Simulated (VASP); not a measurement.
# ZnAu (Pm-3m) in VASP: settings compared

ZnAu is run at these levels: PBE, LDA, r2SCAN; tasks: electric field gradients, density of states.

Program: VASP 6.6.1. These are calculated values, not measurements. Logs are shortened: lines on timing, memory, paths and dates and some standing lists are left out, and cuts for length are marked.

### Step 1. The cell of the first run

Symmetry: Pm-3m, No. 221, cubic system. Conventional cell: a = 3.209 Å, b = 3.209 Å, c = 3.209 Å, α = 90.00°, β = 90.00°, γ = 90.00°. Within 3.7 Å of Zn (site symmetry m-3m) lie 8 Au at 2.78 Å and 6 Zn at 3.21 Å. Within 3.7 Å of Au (site symmetry m-3m) lie 8 Zn at 2.78 Å and 6 Au at 3.21 Å.

### Step 2. Electric field gradients, PBE (volume scaled by 1.06)

INCAR

```
  ALGO = Normal
  EDIFF = 1E-8
  ENCUT = 520
  GGA = PE
  ISIF = 2
  ISMEAR = -1
  LASPH = T
  LCHARG = F
  LEFG = T
  LREAL = F
  LWAVE = F
  NBANDS = 18
  NELM = 80
  PREC = Accurate
  SIGMA = 0.05
```

KPOINTS

```
k-points
0
Gamma
  13 13 13
```

POSCAR

```
ZnAu
1.0
    3.2087215522      0.0000000000      0.0000000000
    0.0000000000      3.2087215522      0.0000000000
    0.0000000000      0.0000000000      3.2087215522
Zn Au
1 1
Direct
    0.5000000000      0.5000000000      0.5000000000
    0.0000000000      0.0000000000      0.0000000000
```

Potentials or basis: VASP PAW PBE potentials, release 64 (Zn, Au).

Launch:

```
> cat potpaw_PBE.64/Zn/POTCAR potpaw_PBE.64/Au/POTCAR > POTCAR
> mpirun -np 1 vasp_std > vasp.out
```

OUTCAR:

```text
EDIFF = 1E-8
   ENCUT = 520
   GGA = PE
   ISIF = 2
   ISMEAR = -1
   LASPH = T
   LREAL = F
   NELM = 80
   PREC = Accurate

 ion  position               nearest neighbor table
   1  0.500  0.500  0.500-   2 2.78   2 2.78   2 2.78   2 2.78   2 2.78   2 2.78   2 2.78   2 2.78

   2  0.000  0.000  0.000-   1 2.78   1 2.78   1 2.78   1 2.78   1 2.78   1 2.78   1 2.78   1 2.78

  LATTYP: Found a simple cubic cell.
 ALAT       =     3.2087215522

  Lattice vectors:

 A1 = (   3.2087215522,   0.0000000000,   0.0000000000)
 A2 = (   0.0000000000,   3.2087215522,   0.0000000000)
 A3 = (   0.0000000000,   0.0000000000,   3.2087215522)

Analysis of symmetry for initial positions (statically):
=====================================================================
 Subroutine PRICEL returns:
 Original cell was already a primitive cell.

 Routine SETGRP: Setting up the symmetry group for a
 simple cubic supercell.

 Subroutine GETGRP returns: Found 48 space group operations
 (whereof 48 operations were pure point group operations)
 out of a pool of 48 trial point group operations.

The static configuration has the point symmetry O_h .

Analysis of symmetry for dynamics (positions and initial velocities):
=====================================================================
 Subroutine PRICEL returns:
 Original cell was already a primitive cell.

 Routine SETGRP: Setting up the symmetry group for a
 simple cubic supercell.

 Subroutine GETGRP returns: Found 48 space group operations
 (whereof 48 operations were pure point group operations)
 out of a pool of 48 trial point group operations.

The dynamic configuration has the point symmetry O_h .

 Subroutine INISYM returns: Found 48 space group operations
 (whereof 48 operations are pure point group operations),
 and found     1 'primitive' translations

----------------------------------------------------------------------------------------

                                     Primitive cell

  volume of cell :      33.0367

  direct lattice vectors                    reciprocal lattice vectors
     3.208721552  0.000000000  0.000000000     0.311650601  0.000000000  0.000000000
     0.000000000  3.208721552  0.000000000     0.000000000  0.311650601  0.000000000
     0.000000000  0.000000000  3.208721552     0.000000000  0.000000000  0.311650601

  length of vectors
     3.208721552  3.208721552  3.208721552     0.311650601  0.311650601  0.311650601

  position of ions in fractional coordinates (direct lattice)
     0.500000000  0.500000000  0.500000000
     0.000000000  0.000000000  0.000000000

  ion indices of the primitive-cell ions
   primitive index   ion index
                 1           1
                 2           2

----------------------------------------------------------------------------------------

 KPOINTS: k-points

Automatic generation of k-mesh.
 Grid dimensions read from file:
 generate k-points for:   13   13   13

 Generating k-lattice:

  Cartesian coordinates                     Fractional coordinates (reciprocal lattice)
     0.023973123  0.000000000  0.000000000     0.076923077  0.000000000  0.000000000
     0.000000000  0.023973123  0.000000000     0.000000000  0.076923077  0.000000000
     0.000000000  0.000000000  0.023973123     0.000000000  0.000000000  0.076923077

  Length of vectors
     0.023973123  0.023973123  0.023973123

  Shift w.r.t. Gamma in fractional coordinates (k-lattice)
     0.000000000  0.000000000  0.000000000

 Subroutine IBZKPT returns following result:
 ===========================================

 Found     84 irreducible k-points:

 Following reciprocal coordinates:
            Coordinates               Weight
  0.000000  0.000000  0.000000      1.000000
  0.076923  0.000000  0.000000      6.000000
  0.153846  0.000000  0.000000      6.000000
  0.230769  0.000000  0.000000      6.000000
  0.307692  0.000000  0.000000      6.000000
  0.384615  0.000000  0.000000      6.000000
[... 16 lines left out ...]
  0.307692  0.307692  0.000000     12.000000
  0.384615  0.307692  0.000000     24.000000
 [... further k-points ...]
   k-points           NKPTS =     84   k-points in BZ     NKDIM =     84   number of bands    NBANDS=     18
   number of dos      NEDOS =    301   number of ions     NIONS =      2
   total plane-waves  NPLWV =  13824
   dimension x,y,z NGX =    24 NGY =   24 NGZ =   24
   dimension x,y,z NGXF=    48 NGYF=   48 NGZF=   48
   ions per type =               1   1
   NGX,Y,Z   is equivalent  to a cutoff of  12.43, 12.43, 12.43 a.u.
   NGXF,Y,Z  is equivalent  to a cutoff of  24.87, 24.87, 24.87 a.u.
 SYSTEM =  unknown system
   PREC   = accura    normal or accurate (medium, high low for compatibility)
   ISTART =      0    job   : 0-new  1-cont  2-samecut
   ICHARG =      2    charge: 1-file 2-atom 10-const
   ISPIN  =      1    spin polarized calculation?
   LNONCOLLINEAR =      F non collinear calculations
   LSORBIT =      F    spin-orbit coupling
   LASPH  =      T    aspherical Exc in radial PAW
   ENCUT  =  520.0 eV  38.22 Ry    6.18 a.u.   5.97  5.97  5.97*2*pi/ulx,y,z
   NELM   =     80;   NELMIN=  2; NELMDL= -5     # of ELM steps
   EDIFF  = 0.1E-07   stopping-criterion for ELM
   LREAL  =      F    real-space projection
   EDIFFG = 0.1E-06   stopping-criterion for IOM
   NSW    =      0    number of steps for IOM
   IBRION =     -1    ionic relax: 0-MD 1-quasi-New 2-CG
   NFREE  =      0    steps in history (QN), initial steepest desc. (CG)
   ISIF   =      2    stress and relaxation
   ISYM   =      2    0-nonsym 1-usesym 2-fastsym
   POTIM  = 0.5000    time-step for ionic-motion
   TEBEG  =    0.0;   TEEND  =   0.0 temperature during run
   PSTRESS=    0.0 pullay stress
   NELECT =      23.0000    total number of electrons
   NUPDOWN=      -1.0000    fix difference up-down
   EMIN   =  10.00;   EMAX   =-10.00  energy-range for DOS
   EFERMI =   0.00;   METHOD = LEGACY
   ISMEAR =    -1;   SIGMA  =   0.05  broadening in eV -4-tet -1-fermi 0-gaus
   EFERMI_NEDOS =   21; number of points for ismear=-14 and -15
   IALGO  =     38    algorithm
   IMIX   =      4    mixing-type and parameters
     AMIX     =   0.40;   BMIX     =  1.00
     AMIX_MAG =   1.60;   BMIX_MAG =  1.00
  volume/ion in A,a.u.               =      16.52       111.47
  Fermi-wavevector in a.u.,A,eV,Ry     =   1.450949  2.741896 28.643697  2.105252
  Thomas-Fermi vector in A             =   2.568502
   LORBIT       =      0    0 simple, 1 ext, 2 COOP (PROOUT), +10 PAW based schemes
   GGA     = PE    functional components
   LHFCALC =     F    Hartree Fock is set to
   AEXX    =    0.0000 exact exchange contribution
   IVDW    =     0    specifies the selected vdW correction
   LEPSILON=     F    determine dielectric tensor
   LRPA    =     F    only Hartree local field effects (RPA)
 non-spin polarized calculation
  energy-cutoff  :      520.00
  volume of cell :       33.04
 maximum number of plane-waves:       912
 NGX is ok and might be reduce to    24
   NGX = 11   NGY = 11   NGZ = 11

 number of electron      23.0000041 magnetization

 Free energy of the ion-electron system (eV)
  ---------------------------------------------------
  ext. energy  EPLUGINS =         0.00000000
  ---------------------------------------------------
  free energy    TOTEN  =        -4.74616249 eV

  energy without entropy =       -4.73967416  energy(sigma->0) =       -4.74291832

 E-fermi :   6.4104     XC(G=0): -12.0482

 val. band max:        6.4058416464   @ k =   0.4615   0.3077   0.3077
 cond. band min:       6.4381882689   @ k =   0.3846   0.2308   0.2308
 fundamental gap:      0.0323466225
 Fermi energy:         6.4104173057

 k-point     1 :       0.0000    0.0000    0.0000
  band No.  band energies     occupation
      1      -3.6889      2.00000
      2      -1.4659      2.00000
      3      -1.4659      2.00000
      4      -0.9010      2.00000
      5      -0.9010      2.00000
      6      -0.9010      2.00000
[... 10 lines left out ...]
     17      18.1219      0.00000
     18      24.4706      0.00000

 k-point     2 :       0.0769    0.0000    0.0000
  band No.  band energies     occupation
      1      -3.5885      2.00000
      2      -1.4473      2.00000
      3      -1.4396      2.00000
      4      -0.9025      2.00000
      5      -0.9025      2.00000
      6      -0.8939      2.00000
[... 10 lines left out ...]
     17      18.6004      0.00000
     18      24.3522      0.00000
[... 442 lines left out ...]
 k-point    24 :       0.3846    0.3077    0.0000
  band No.  band energies     occupation
      1      -1.5568      2.00000
      2      -1.3311      2.00000
      3      -1.1023      2.00000
      4      -0.9993      2.00000
      5      -0.8070      2.00000
      6       0.0417      2.00000
[... 10 lines left out ...]
     17      19.9430      0.00000
     18      20.0161      0.00000

 [... further k-points ...]
[... 5 lines left out ...]
  --------------------------------------------------------------------------------------
  -------------------------------------------------------------------------------------
  Total       -0.4530907     -0.4530907     -0.4530907      0.0000000     -0.0000000      0.0000000
  in kB      -21.9735180    -21.9735180    -21.9735180      0.0000000     -0.0000000      0.0000000
  external PRESSURE =     -21.9735180 kB  Pullay stress =       0.0000000 kB

 VOLUME and BASIS-vectors are now :
 -----------------------------------------------------------------------------
  energy-cutoff  :      520.00
  volume of cell :       33.04
      direct lattice vectors                 reciprocal lattice vectors
     3.208721552  0.000000000  0.000000000     0.311650601  0.000000000  0.000000000
     0.000000000  3.208721552  0.000000000     0.000000000  0.311650601  0.000000000
     0.000000000  0.000000000  3.208721552     0.000000000  0.000000000  0.311650601

 POSITION                                       TOTAL-FORCE (eV/Angst)
 -----------------------------------------------------------------------------------
      1.60436      1.60436      1.60436         0.000000      0.000000      0.000000
      0.00000      0.00000      0.00000         0.000000      0.000000      0.000000
 -----------------------------------------------------------------------------------
    total drift:                                0.000000      0.000000     -0.000000

  FREE ENERGIE OF THE ION-ELECTRON SYSTEM (eV)
  ---------------------------------------------------
  free  energy   TOTEN  =        -4.7461624928 eV

  energy  without entropy=       -4.7396741553  energy(sigma->0) =       -4.74291832

 Electric field gradients (V/A^2)
---------------------------------------------------------------------
 ion       V_xx      V_yy      V_zz      V_xy      V_xz      V_yz
---------------------------------------------------------------------
   1       0.000    -0.000     0.000    -0.000    -0.000    -0.000
   2      -0.000    -0.000     0.000     0.000    -0.000     0.000
---------------------------------------------------------------------

 Electric field gradients after diagonalization (V/A^2)
 (convention: |V_zz| > |V_xx| > |V_yy|)
----------------------------------------------------------------------
 ion       V_xx      V_yy      V_zz     asymmetry (V_yy - V_xx)/ V_zz
----------------------------------------------------------------------
   1       0.000    -0.000     0.000      -1.361
   2       0.000    -0.000    -0.000       0.764
----------------------------------------------------------------------

           NMR quadrupolar parameters

 Cq : quadrupolar parameter    Cq=e*Q*V_zz/h
 eta: asymmetry parameters     (V_yy - V_xx)/ V_zz
 Q  : nuclear electric quadrupole moment in mb (millibarn)
----------------------------------------------------------------------
 ion       Cq(MHz)       eta       Q (mb)
----------------------------------------------------------------------
   1       0.000      -1.361       1.000
   2      -0.000       0.764       1.000
----------------------------------------------------------------------
```

Run time: 25 s. Hardware: 1 thread of Intel Xeon Platinum 8259CL at 2.50GHz (Skylake/Cascade Lake), shared host; peak memory 0.17 GiB.

Results:

```
Free energy : -4.7462 eV
Pressure    : -2.2 GPa
```

Caveat: the cell differs from its parent crystal (volume scaled by 1.06); without QUAD_EFG the Cq values of the log hold for a quadrupole moment of 1 mb, not for the nuclei; spin-orbit coupling is left out, which moves the levels of the heavy elements.

### Step 3. Density of states, PBE

This run uses another cell than the first one, of 15.58 Å³/atom, 0.943 times its volume.

POSCAR

```
ZnAu
1.0
    3.1470000000      0.0000000000      0.0000000000
    0.0000000000      3.1470000000      0.0000000000
    0.0000000000      0.0000000000      3.1470000000
Zn Au
1 1
Direct
    0.5000000000      0.5000000000      0.5000000000
    0.0000000000      0.0000000000      0.0000000000
```

INCAR.step1

```
SYSTEM = ZnAu
  PREC = Accurate
  ENCUT = 520
  EDIFF = 1E-6
  ISMEAR = -1
  SIGMA = 0.05
  LREAL = .False.
  LASPH = .True.
  NELM = 100
  ALGO = Normal
  ISIF = 2
  LWAVE = .False.
  LCHARG = .True.
  LMAXMIX = 4
  GGA = PE
  NBANDS = 18
```

KPOINTS.step1

```
Automatic mesh
0
Gamma
  13 13 13
  0 0 0
```

INCAR.step2

```
SYSTEM = ZnAu
  PREC = Accurate
  ENCUT = 520
  EDIFF = 1E-6
  ISMEAR = -5
  SIGMA = 0.05
  LREAL = .False.
  LASPH = .True.
  NELM = 100
  ALGO = Normal
  ISIF = 2
  LWAVE = .False.
  LCHARG = .False.
  LMAXMIX = 4
  GGA = PE
  LORBIT = 11
  NBANDS = 18
  NEDOS = 1001
  ICHARG = 11
```

KPOINTS.step2

```
Automatic mesh
0
Gamma
  20 20 20
  0 0 0
```

Potentials or basis: VASP PAW PBE potentials, release 64 (Zn, Au).

Launch:

```
> cat potpaw_PBE.64/Zn/POTCAR potpaw_PBE.64/Au/POTCAR > POTCAR
> cp INCAR.step1 INCAR
> cp KPOINTS.step1 KPOINTS
> mpirun -np 1 vasp_std > vasp.out
> cp INCAR.step2 INCAR
> cp KPOINTS.step2 KPOINTS
> mpirun -np 1 vasp_std > vasp.out
```

It took 54 s on 1 thread of Intel Xeon Platinum 8259CL at 2.50GHz (Skylake/Cascade Lake), shared host; peak memory 0.28 GiB.

It converged, with:

```
Valence electrons inside the program's atomic spheres : Zn 10.74; Au 9.73
```

Levels at points of the mesh, in eV from the Fermi level:
```
           k point  band 9  band 10  band 11  band 12  band 13  band 14  band 15  band 16
(0.00, 0.00, 0.00)   -3.76    -3.76    -3.76     4.99     4.99     4.99     8.84    12.12
(0.50, 0.00, 0.00)   -4.94    -4.94    -3.92    -2.40    10.41    11.13    11.13    11.20
(0.50, 0.50, 0.00)   -4.11    -3.18    -1.99    -1.99     0.82     2.49    10.40    12.67
(0.50, 0.50, 0.50)   -3.13    -3.13     1.39     3.58     3.74     3.74     3.74     5.88
```

Caveat: spin-orbit coupling is left out, which moves the levels of the heavy elements; tetrahedron occupations give inexact forces and stress in metals.

### Step 4. Electric field gradients, LDA

This run uses another cell than the first one, of 15.58 Å³/atom, 0.943 times its volume.

INCAR

```
SYSTEM = ZnAu
  PREC = Accurate
  ENCUT = 400
  EDIFF = 1E-8
  ISMEAR = -1
  SIGMA = 0.05
  LREAL = .False.
  LASPH = .True.
  NELM = 120
  ALGO = Normal
  ISIF = 2
  LWAVE = .False.
  LCHARG = .False.
  GGA = CA
  LEFG = .True.
  NBANDS = 18
  GGA_COMPAT = .False.
```

KPOINTS

```
regular mesh
0
Gamma
  13 13 13
  0 0 0
```

POSCAR is that of step 3.

Potentials or basis: VASP PAW LDA potentials, release 64 (Zn, Au).

Launch:

```
> cat potpaw_LDA.64/Zn/POTCAR potpaw_LDA.64/Au/POTCAR > POTCAR
> mpirun -np 1 vasp_std > vasp.out
```

OUTCAR:

```text
SYSTEM = ZnAu
   PREC = Accurate
   ENCUT = 400
   EDIFF = 1E-8
   ISMEAR = -1
   LREAL = .False.
   LASPH = .True.
   NELM = 120
   ISIF = 2
   GGA = CA

 ion  position               nearest neighbor table
   1  0.500  0.500  0.500-   2 2.73   2 2.73   2 2.73   2 2.73   2 2.73   2 2.73   2 2.73   2 2.73

   2  0.000  0.000  0.000-   1 2.73   1 2.73   1 2.73   1 2.73   1 2.73   1 2.73   1 2.73   1 2.73

  LATTYP: Found a simple cubic cell.
 ALAT       =     3.1470000000

  Lattice vectors:

 A1 = (   3.1470000000,   0.0000000000,   0.0000000000)
[... 718 lines left out ...]
  free  energy   TOTEN  =        -6.7320229810 eV

  energy  without entropy=       -6.7257633432  energy(sigma->0) =       -6.72889316

 Electric field gradients (V/A^2)
---------------------------------------------------------------------
 ion       V_xx      V_yy      V_zz      V_xy      V_xz      V_yz
---------------------------------------------------------------------
   1       0.000    -0.000     0.000     0.000    -0.000     0.000
   2      -0.000    -0.000     0.000    -0.000     0.000    -0.000
---------------------------------------------------------------------

 Electric field gradients after diagonalization (V/A^2)
 (convention: |V_zz| > |V_xx| > |V_yy|)
----------------------------------------------------------------------
 ion       V_xx      V_yy      V_zz     asymmetry (V_yy - V_xx)/ V_zz
----------------------------------------------------------------------
   1       0.000    -0.000     0.000      -0.499
   2      -0.000    -0.000     0.000       0.146
----------------------------------------------------------------------

           NMR quadrupolar parameters

 Cq : quadrupolar parameter    Cq=e*Q*V_zz/h
 eta: asymmetry parameters     (V_yy - V_xx)/ V_zz
 Q  : nuclear electric quadrupole moment in mb (millibarn)
----------------------------------------------------------------------
 ion       Cq(MHz)       eta       Q (mb)
----------------------------------------------------------------------
   1       0.000      -0.499       1.000
   2       0.000       0.146       1.000
----------------------------------------------------------------------
```

OSZICAR:

```text
N       E                     dE             d eps       ncg     rms          rms(c)
DAV:   1     0.114136315184E+03    0.11414E+03   -0.96790E+03  3154   0.138E+03
DAV:   2    -0.266982639297E+01   -0.11681E+03   -0.11156E+03  3070   0.278E+02
DAV:   3    -0.723712340236E+01   -0.45673E+01   -0.45370E+01  3306   0.623E+01
DAV:   4    -0.727473758335E+01   -0.37614E-01   -0.37605E-01  3306   0.506E+00
DAV:   5    -0.727516164924E+01   -0.42407E-03   -0.42406E-03  3266   0.571E-01    0.867E+00
DAV:   6    -0.677600224355E+01    0.49916E+00   -0.14400E+00  3274   0.133E+01    0.541E+00
DAV:   7    -0.674333754810E+01    0.32665E-01   -0.30393E-02  4222   0.354E+00    0.288E+00
DAV:   8    -0.673204040807E+01    0.11297E-01   -0.10075E-02  3136   0.102E+00    0.151E-01
DAV:   9    -0.673202879426E+01    0.11614E-04   -0.38502E-04  3590   0.293E-01    0.695E-02
DAV:  10    -0.673202355220E+01    0.52421E-05   -0.45867E-05  3318   0.683E-02    0.175E-02
DAV:  11    -0.673202297808E+01    0.57412E-06   -0.31969E-06  3334   0.267E-02    0.447E-03
DAV:  12    -0.673202298095E+01   -0.28713E-08   -0.80450E-08  3776   0.915E-03
   1 F= -.67320230E+01 E0= -.67288932E+01  d E =-.625964E-02
```

Run time: 15 s. Hardware: 1 thread of Intel Xeon Platinum 8259CL at 2.50GHz (Skylake/Cascade Lake), shared host; peak memory 0.15 GiB.

What came out:

```yaml
Free_energy: -6.7320 eV
Pressure: -6.5 GPa
```

Levels at points of the mesh, in eV from the Fermi level:
```csv
k point,band 7,band 8,band 9,band 10,band 11,band 12,band 13,band 14,band 15,band 16
"(0.00, 0.00, 0.00)",-5.48,-5.48,-3.78,-3.78,-3.78,4.89,4.89,4.89,8.69,12.20
```

Caveat: without QUAD_EFG the Cq values of the log hold for a quadrupole moment of 1 mb, not for the nuclei; spin-orbit coupling is left out, which moves the levels of the heavy elements.

(Part 1 of 2 ends here.)
